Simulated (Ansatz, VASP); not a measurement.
CrPbO3 in VASP and in Ansatz

File INCAR:

```
PREC = Accurate ; ENCUT = 600
EDIFF = 1E-6 ; ISMEAR = -1
SIGMA = 0.01 ; LREAL = False
LASPH = True ; NELM = 200
ALGO = Normal ; ISIF = 2
LWAVE = False ; LCHARG = True
ISPIN = 2 ; MAGMOM = 3 0 0 0 0
LORBIT = 11 ; LMAXMIX = 4
LDAU = True ; LDAUTYPE = 2
LDAUL = 2 -1 -1 ; LDAUU = 4 0 0
LDAUJ = 0 0 0 ; LDAUPRINT = 1
LELF = True ; LVHAR = True
NBANDS = 34 ; GGA_COMPAT = False
```

Contents of KPOINTS:

```
regular mesh
0
Gamma
  6 6 6
```

File POSCAR:

```
CrPbO3
1.0
    3.9170570000      0.0000000000      0.0000000000
    0.0000000000      3.9170570000      0.0000000000
    0.0000000000      0.0000000000      3.9170570000
Cr Pb O
1 1 3
Direct
    0.0000000000      0.0000000000      0.0000000000
    0.5000000000      0.5000000000      0.5000000000
    0.0000000000      0.0000000000      0.5000000000
    0.0000000000      0.5000000000      0.0000000000
    0.5000000000      0.0000000000      0.0000000000
```

Input for Ansatz:

```yaml
crystal:
  lattice:
    bravais: cubic
    a: 3.917057
  space_group: 221
  atoms:
    - { symbol: Cr, position: [0.0, 0.0, 0.0] }
    - { symbol: Pb, position: [0.5, 0.5, 0.5] }
    - { symbol: O, position: [0.0, 0.0, 0.5] }
kpoints:
  mp_grid:
    grid: [6, 6, 6]
hamiltonian:
  xc: lda
  hubbard:
    - { species: Cr, l: d, u_eff: 4.0 }
magnetization:
  spin_polarized: true
  per_species:
    Cr: 3.0
scf:
  convergence:
    dr2_threshold: 1.0e-09
  occupations:
    method: fermi_dirac
    width: 0.01
output:
  eigenvalues: true
```

Alike in both runs: task single point; functional LDA; k mesh 6 × 6 × 6; occupations fermi-dirac, width 0.01 eV; collinear spin; Hubbard terms Cr d U = 4.0 eV.

```csv
,VASP,Ansatz
version,VASP 6.6.1,Ansatz 0.2.0
potentials or method,"VASP PAW LDA potentials, release 64 (Cr_pv, Pb_d, O)","plane waves, PAW"
plane-wave cutoff (eV),600,420
valence electrons in the cell,44,46
```

|  | VASP | Ansatz | Ansatz less VASP |
| --- | --- | --- | --- |
| gap on the k mesh at the Fermi level (eV) | none | none | - |
| net moment per atom (μB) | 0.40 | 0.40 | -0.003 |
| size of the moment on the site where the two differ most (μB) | 2.45 | 2.12 | -0.331 |

LDA's correlation is that of Perdew and Zunger in VASP and of Perdew and Wang (1992) in Ansatz. Site moments also hang on the region over which each program counts them. The programs project onto different local orbitals, so the same U acts differently, and such runs can settle in different states. A gap of «none» marks a metal or a gap that the smearing closes. VASP's potentials hold 44 valence electrons a cell and Ansatz's 46, so a difference there can come from the potentials and not from the codes. Ansatz's warnings: filled band counts differ across k points.

Neither program's run includes spin-orbit coupling.
